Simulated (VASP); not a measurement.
# Mo16H (a cell with a defect) in VASP: single point with PBE

Aim: the single point of Mo16H (a cell with a defect) with PBE.

All numbers are computed with VASP 6.6.1; they aren't measurements. Logs are shortened: lines on timing, memory, paths and dates and some standing lists are left out, and cuts for length are marked.

### 1 The cell of the first run

The cell holds a defect, 17 atoms: a = 6.300 Å, b = 6.300 Å, c = 6.300 Å, α = 90.00°, β = 90.00°, γ = 90.00°.

### 2 Single point, PBE

INCAR

```
SYSTEM = Mo16H
  PREC = Accurate
  ENCUT = 520
  EDIFF = 1E-6
  ISMEAR = 0
  SIGMA = 0.1
  LREAL = Auto
  LASPH = .TRUE.
  NELM = 100
  ALGO = Normal
  ISIF = 2
  LWAVE = .FALSE.
  LCHARG = .FALSE.
  GGA = PE
  NBANDS = 126
```

KPOINTS

```
Automatic mesh
0
G
  3 3 3
  0 0 0
```

POSCAR

```
Mo16H
1.0
    6.3000000000      0.0000000000      0.0000000000
    0.0000000000      6.3000000000      0.0000000000
    0.0000000000      0.0000000000      6.3000000000
Mo H
16 1
Direct
   -0.0015588889     -0.0000319048      0.0006074603
    0.5009020635     -0.0000317460      0.0006076190
   -0.0100546032      0.5067436508      0.0006042857
   -0.0022569841     -0.0021274603      0.5006058730
    0.2496788889      0.2433834921      0.2603428571
    0.5093995238      0.5067469841      0.0006049206
    0.5016050794     -0.0021288889      0.5006063492
    0.7496779365      0.2495166667      0.2516290476
   -0.0013392063      0.5006071429      0.5006071429
    0.2496771429      0.7501555556      0.2518501587
    0.2496780952      0.2433780952      0.7408926984
    0.5006831746      0.5006052381      0.5006080952
    0.7496784127      0.7522522222      0.2525488889
    0.7496769841      0.2495187302      0.7496065079
    0.2496769841      0.7501553968      0.7493887302
    0.7496780952      0.7522539683      0.7486815873
    0.2496676190      0.3750671429      0.0006271429
```

Potentials or basis: VASP PAW PBE potentials, release 64 (Mo_sv, H).

Launch:

```
> cat potpaw_PBE.64/Mo_sv/POTCAR potpaw_PBE.64/H/POTCAR > POTCAR
> mpirun -np 1 vasp_std > vasp.out
```

OUTCAR:

```text
SYSTEM = Mo16H
   PREC = Accurate
   ENCUT = 520
   EDIFF = 1E-6
   ISMEAR = 0
   LREAL = Auto
   LASPH = .TRUE.
   NELM = 100
   ISIF = 2
   GGA = PE

 ion  position               nearest neighbor table
   1  0.998  1.000  0.001-  16 2.72  13 2.72  14 2.73   8 2.73  15 2.74  10 2.74  11 2.74   5 2.74
                             3 3.11   2 3.13   4 3.15   4 3.15   2 3.17   3 3.19
   2  0.501  1.000  0.001-  16 2.72  13 2.72  14 2.73   8 2.73  15 2.74  10 2.74  11 2.74   5 2.74
                             6 3.11   1 3.13   7 3.15   7 3.15   1 3.17   6 3.19
   3  0.990  0.507  0.001-  17 1.83  16 2.68  13 2.68  14 2.72   8 2.72  15 2.74  10 2.74  11 2.85
                             5 2.85   6 3.03   1 3.11   9 3.15   9 3.15   1 3.19   6 3.27
   4  0.998  0.998  0.501-   5 2.68  11 2.68  13 2.70  16 2.70  10 2.72  15 2.72   8 2.72  14 2.72
                             7 3.13   9 3.13   1 3.15   1 3.15   9 3.17   7 3.17
   5  0.250  0.243  0.260-  17 1.83   7 2.68   4 2.68  12 2.72   9 2.72   2 2.74   1 2.74   6 2.85
                             3 2.85  11 3.03  10 3.11   8 3.15   8 3.15  10 3.19  11 3.27
   6  0.509  0.507  0.001-  17 1.83  16 2.68  13 2.68  14 2.72   8 2.72  15 2.74  10 2.74  11 2.85
                             5 2.85   3 3.03   2 3.11  12 3.15  12 3.15   2 3.19   3 3.27
   7  0.502  0.998  0.501-   5 2.68  11 2.68  13 2.70  16 2.70  10 2.72  15 2.72   8 2.72  14 2.72
                             4 3.13  12 3.13   2 3.15   2 3.15  12 3.17   4 3.17
   8  0.750  0.250  0.252-   4 2.72   7 2.72   3 2.72   6 2.72   9 2.72  12 2.72   1 2.73   2 2.73
                            13 3.13  14 3.14   5 3.15   5 3.15  14 3.16  13 3.17
   9  0.999  0.501  0.501-  13 2.72  16 2.72   5 2.72  11 2.72   8 2.72  14 2.72  10 2.73  15 2.73
                             4 3.13  12 3.14   3 3.15   3 3.15  12 3.16   4 3.17
  10  0.250  0.750  0.252-   7 2.72   4 2.72  12 2.73   9 2.73   2 2.74   1 2.74   6 2.74   3 2.74
                             5 3.11  15 3.13  13 3.15  13 3.15  15 3.17   5 3.19
  11  0.250  0.243  0.741-  17 1.83   7 2.68   4 2.68  12 2.72   9 2.72   2 2.74   1 2.74   6 2.85
                             3 2.85   5 3.03  15 3.11  14 3.15  14 3.15  15 3.19   5 3.27
  12  0.501  0.501  0.501-  13 2.72  16 2.72   5 2.72  11 2.72   8 2.72  14 2.72  10 2.73  15 2.73
                             7 3.13   9 3.14   6 3.15   6 3.15   9 3.16   7 3.17
  13  0.750  0.752  0.253-   3 2.68   6 2.68   4 2.70   7 2.70   1 2.72   2 2.72   9 2.72  12 2.72
                            16 3.13   8 3.13  10 3.15  10 3.15   8 3.17  16 3.17
  14  0.750  0.250  0.750-   4 2.72   7 2.72   3 2.72   6 2.72   9 2.72  12 2.72   1 2.73   2 2.73
                            16 3.13   8 3.14  11 3.15  11 3.15   8 3.16  16 3.17
  15  0.250  0.750  0.749-   7 2.72   4 2.72  12 2.73   9 2.73   2 2.74   1 2.74   6 2.74   3 2.74
                            11 3.11  10 3.13  16 3.15  16 3.15  10 3.17  11 3.19
  16  0.750  0.752  0.749-   3 2.68   6 2.68   4 2.70   7 2.70   1 2.72   2 2.72   9 2.72  12 2.72
                            13 3.13  14 3.13  15 3.15  15 3.15  14 3.17  13 3.17
  17  0.250  0.375  0.001-   5 1.83   3 1.83   6 1.83  11 1.83

  LATTYP: Found a simple cubic cell.
 ALAT       =     6.3000000000

  Lattice vectors:

 A1 = (   6.3000000000,   0.0000000000,   0.0000000000)
 A2 = (   0.0000000000,   6.3000000000,   0.0000000000)
[... 167 lines left out ...]
     AMIX_MAG =   1.60;   BMIX_MAG =  1.00
  volume/ion in A,a.u.               =      14.71        99.26
  Fermi-wavevector in a.u.,A,eV,Ry     =   1.580502  2.986716 33.987182  2.497987
  Thomas-Fermi vector in A             =   2.680720
   LORBIT       =      0    0 simple, 1 ext, 2 COOP (PROOUT), +10 PAW based schemes
   GGA     = PE    functional components
   LHFCALC =     F    Hartree Fock is set to
   AEXX    =    0.0000 exact exchange contribution
   IVDW    =     0    specifies the selected vdW correction
   LEPSILON=     F    determine dielectric tensor
   LRPA    =     F    only Hartree local field effects (RPA)
 non-spin polarized calculation
 Gauss-broadening in eV      SIGMA  =   0.10
  energy-cutoff  :      520.00
  volume of cell :      250.05
 maximum number of plane-waves:      6763
   NGX = 23   NGY = 23   NGZ = 23

 number of electron     225.0000017 magnetization

 Free energy of the ion-electron system (eV)
  ---------------------------------------------------
  ext. energy  EPLUGINS =         0.00000000
  ---------------------------------------------------
  free energy    TOTEN  =      -177.83159606 eV

  energy without entropy =     -177.73839157  energy(sigma->0) =     -177.78499382

 E-fermi :  12.7958     XC(G=0): -13.4257

 val. band max:       12.7780104406   @ k =   0.3333   0.0000   0.0000
 cond. band min:      12.7980629366   @ k =   0.0000   0.3333   0.3333
 fundamental gap:      0.0200524960
 Fermi energy:        12.7958327022

 k-point     1 :       0.0000    0.0000    0.0000
  band No.  band energies     occupation
      1     -48.6153      2.00000
      2     -48.4108      2.00000
      3     -48.3799      2.00000
      4     -48.3798      2.00000
      5     -48.3690      2.00000
      6     -48.3555      2.00000
[... 1767 lines left out ...]
    123      14.0633      0.00000
    124      14.0955      0.00000
 [bands above 124 left out]

------------------------ aborting loop because EDIFF is reached ----------------------------------------

  FORCE on cell =-STRESS in cart. coord.  units (eV):
  Direction    XX          YY          ZZ          XY          YZ          ZX
  --------------------------------------------------------------------------------------
  -------------------------------------------------------------------------------------
  Total       10.1749293      9.8343669     10.1741366     -0.0003029     -0.0011232      0.0003765
  in kB       65.1959072     63.0137519     65.1908283     -0.0019410     -0.0071972      0.0024126
  external PRESSURE =      64.4668291 kB  Pullay stress =       0.0000000 kB

 VOLUME and BASIS-vectors are now :
 -----------------------------------------------------------------------------
  energy-cutoff  :      520.00
  volume of cell :      250.05
      direct lattice vectors                 reciprocal lattice vectors
     6.300000000  0.000000000  0.000000000     0.158730159  0.000000000  0.000000000
     0.000000000  6.300000000  0.000000000     0.000000000  0.158730159  0.000000000
     0.000000000  0.000000000  6.300000000     0.000000000  0.000000000  0.158730159

 POSITION                                       TOTAL-FORCE (eV/Angst)
 -----------------------------------------------------------------------------------
      6.29018      6.29980      0.00383         0.001229     -0.000584      0.000292
      3.15568      6.29980      0.00383        -0.001393     -0.000515     -0.000196
      6.23666      3.19249      0.00381         0.001244      0.003735      0.000201
      6.28578      6.28660      3.15382        -0.003982     -0.004856     -0.000028
      1.57298      1.53332      1.64016        -0.000086     -0.003385     -0.001212
      3.20922      3.19251      0.00381        -0.001372      0.003585      0.000200
[... 9 lines left out ...]
      4.72297      4.73920      4.71669        -0.000159      0.005148     -0.004283
      1.57291      2.36292      0.00395         0.000266     -0.000080     -0.000493
 -----------------------------------------------------------------------------------
    total drift:                                0.001242      0.000301     -0.002204

  FREE ENERGIE OF THE ION-ELECTRON SYSTEM (eV)
  ---------------------------------------------------
  free  energy   TOTEN  =      -177.8315960646 eV

  energy  without entropy=     -177.7383915748  energy(sigma->0) =     -177.78499382
```

OSZICAR:

```text
N       E                     dE             d eps       ncg     rms          rms(c)
DAV:   1     0.305213716270E+04    0.30521E+04   -0.13986E+05  3536   0.189E+03
DAV:   2    -0.258598587610E+02   -0.30780E+04   -0.30176E+04  3708   0.603E+02
DAV:   3    -0.182638228151E+03   -0.15678E+03   -0.15155E+03  4674   0.116E+02
DAV:   4    -0.188506435062E+03   -0.58682E+01   -0.56825E+01  4264   0.165E+01
DAV:   5    -0.188710342462E+03   -0.20391E+00   -0.20036E+00  4352   0.274E+00    0.617E+01
DAV:   6    -0.179199126813E+03    0.95112E+01   -0.21943E+01  3774   0.175E+01    0.171E+01
DAV:   7    -0.177938717652E+03    0.12604E+01   -0.53395E+00  4144   0.821E+00    0.377E+00
DAV:   8    -0.177905846272E+03    0.32871E-01   -0.93058E-01  4458   0.444E+00    0.265E+00
DAV:   9    -0.177835650466E+03    0.70196E-01   -0.49696E-01  4648   0.291E+00    0.776E-01
DAV:  10    -0.177832714111E+03    0.29364E-02   -0.57350E-02  4576   0.107E+00    0.442E-01
DAV:  11    -0.177831520784E+03    0.11933E-02   -0.94331E-03  4512   0.443E-01    0.214E-01
DAV:  12    -0.177831620197E+03   -0.99412E-04   -0.75043E-04  4384   0.110E-01    0.569E-02
DAV:  13    -0.177831603969E+03    0.16228E-04   -0.27009E-04  4464   0.750E-02    0.317E-02
DAV:  14    -0.177831595659E+03    0.83098E-05   -0.78807E-05  4504   0.396E-02    0.148E-02
DAV:  15    -0.177831596262E+03   -0.60239E-06   -0.11326E-05  4176   0.131E-02    0.599E-03
DAV:  16    -0.177831596065E+03    0.19696E-06   -0.22520E-06  2792   0.725E-03
   1 F= -.17783160E+03 E0= -.17778499E+03  d E =-.932045E-01
```

stdout:

```text
POSCAR found type information on POSCAR MoH
 POSCAR found :  2 types and      17 ions
 scaLAPACK will be used
 LDA part: xc-table for (Slater+PW92), standard interpolation
 POSCAR, INCAR and KPOINTS ok, starting setup
 FFT: planning ... GRIDC
 FFT: planning ... GRID_SOFT
 FFT: planning ... GRID
 WAVECAR not read
 entering main loop
```

Run time: 24 min. Hardware: 1 thread of Intel Xeon 8259CL, shared host; peak memory 0.49 GiB.

Results:

```
Free energy            : -177.8316 eV
Pressure               : 6.4 GPa
Largest force          : 0.007 eV/Å
Band gap on the k mesh : zero (an odd number of electrons rules out a gap without spin polarisation)
```

Forces on the atoms (eV/Å):
```
Mo   0.001 -0.001  0.000
Mo  -0.001 -0.001  0.000
Mo   0.001  0.004  0.000
Mo  -0.004 -0.005  0.000
Mo   0.000 -0.003 -0.001
Mo  -0.001  0.004  0.000
Mo   0.004 -0.005  0.000
Mo   0.000  0.001 -0.006
Mo   0.006 -0.001  0.000
Mo   0.000  0.001 -0.001
Mo   0.000 -0.004  0.001
Mo  -0.006 -0.002  0.000
Mo   0.000  0.005  0.004
Mo   0.000  0.002  0.006
Mo   0.000  0.000  0.002
Mo   0.000  0.005 -0.004
H    0.000  0.000  0.000
```

The gap in the log of VASP goes by the Fermi energy; the results here count the filled bands.